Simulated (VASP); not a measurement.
Runs of VASP 6.6.1 on MnO. The structure is that of space group F-43m (No. 216), or close to it. The cells are those of the table. 

```csv
cell,gap on the mesh (eV),pressure (GPa),moment (μB)
"a = 3.491 Å, angles 60.0°, 2 atoms",none,(a),5.00
"a = 3.513 Å, angles 60.0°, 2 atoms",none,-9.4,5.00
"a = 3.446 Å, angles 60.0°, 2 atoms",none,-4.5,5.00
"a = 3.469 Å, angles 60.0°, 2 atoms",none,-6.3,5.00
```

Alike in all rows: task single point; level PBE; potentials or basis VASP PAW PBE potentials, release 64 (Mn_pv, O); spin collinear, ferromagnetic start; k mesh 9 × 9 × 9; cutoff (eV) 520; smearing fermi-dirac 0.05 eV.

Problem. Fill in the values left out.

Solution. (a) -8.0.

Caveats: a cell with one magnetic atom can't hold antiferromagnetic order, which such compounds often take; semilocal functionals often make such compounds metallic where correlation or magnetic order opens a gap, which also shifts bond lengths.

A gap of «none» marks levels without a gap at the run's occupations.
